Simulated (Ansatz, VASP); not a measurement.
# One calculation of NbH2, two programs

INCAR

```
SYSTEM = NbH2
ALGO = Normal
EDIFF = 1E-7
ENCUT = 520
GGA = PS
ISIF = 2
ISMEAR = 0
LASPH = .True.
LCHARG = .False.
LREAL = .False.
LWAVE = .False.
NBANDS = 14
NELM = 80
PREC = Accurate
SIGMA = 0.15
```

The input KPOINTS:

```
k-points
0
Gamma
  18 18 18
  0 0 0
```

File POSCAR:

```
NbH2
1.0
    0.0000000000      2.2815000000      2.2815000000
    2.2815000000      0.0000000000      2.2815000000
    2.2815000000      2.2815000000      0.0000000000
Nb H
1 2
Direct
    0.0000000000      0.0000000000      0.0000000000
    0.2719154065      0.2719154065      0.2280845935
    0.7719154065      0.7719154065      0.7280845935
```

Input for Ansatz:

```yaml
crystal:
  lattice:
    - [0.0, 2.2815, 2.2815]
    - [2.2815, 0.0, 2.2815]
    - [2.2815, 2.2815, 0.0]
  atoms:
    - { symbol: Nb, position: [0.0, 0.0, 0.0] }
    - { symbol: H, position: [0.2719154065, 0.2719154065, 0.2280845935] }
    - { symbol: H, position: [0.7719154065, 0.7719154065, 0.7280845935] }
basis:
  ecutwfc: 420
kpoints:
  mp_grid: { grid: [18, 18, 18] }
hamiltonian:
  xc: pbesol
scf:
  occupations: { method: gaussian, width: 0.15 }
output:
  forces: true
  stress: true
  eigenvalues: true
```

Change from the starting cell: all H atoms moved -0.100 Å, as atom 2 towards its neighbour atom 3 (H) at 2.281 Å.

Alike in both runs: task single point; functional PBEsol; k mesh 18 × 18 × 18; occupations gaussian, width 0.15 eV; no spin polarisation.

|  | VASP | Ansatz |
| --- | --- | --- |
| version | VASP 6.6.1 | Ansatz 0.2.0 |
| potentials or method | VASP PAW PBE potentials, release 64 (Nb_sv, H), cutoff 520 eV | scalar-relativistic, plane waves, PAW |
| valence electrons in the cell | 15 | 15 |

|  | VASP | Ansatz | Ansatz less VASP |
| --- | --- | --- | --- |
| gap on the k mesh at the Fermi level (eV) | none | none | - |
| pressure (GPa) | -5.1 | -4.6 | +0.44 |
| traceless stress, the component that is largest in VASP (GPa) | -0.63 | -0.63 | -0.002 |
| rms of the force components (eV/Å) | 0.339 | 0.339 | +0.0001 |

VASP's potentials were made for PBE, not for PBEsol. Atom by atom the forces differ by 0.000 eV/Å (rms over components). A gap of «none» marks a metal or a gap that the smearing closes. The functional is the same, so the differences come from potentials, cutoffs and numerics.
